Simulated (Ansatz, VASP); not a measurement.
AlN in VASP and in Ansatz

```
Al N
1.0
     2.17114    2.17114    0.00000
    -2.17114    2.17114    0.00000
     0.00000    2.17114    2.17114
Al N
1 1
Cartesian
  0.0000 0.0000 0.0000
  -1.0856 3.2567 1.0856
```

Alike in both runs: task single point; functional LDA; k mesh 10 × 10 × 10; no spin polarisation.

|  | VASP | Ansatz |
| --- | --- | --- |
| version | VASP 6.6.1 | Ansatz 0.2.0 |
| potentials or method | VASP PAW LDA potentials, release 64 (Al, N), cutoff 600 eV | all-electron LAPW, scalar-relativistic |
| occupations | gaussian, width 0.01 eV | fixed |

```tsv
	VASP	Ansatz	Ansatz less VASP
gap on the k mesh at the Fermi level (eV)	3.23	3.24	+0.013
pressure (GPa)	0.5	0.0	-0.53
```

LDA's correlation is that of Perdew and Zunger in VASP and of Perdew and Wang (1992) in Ansatz. Ansatz ran all-electron here, and VASP with PAW potentials.
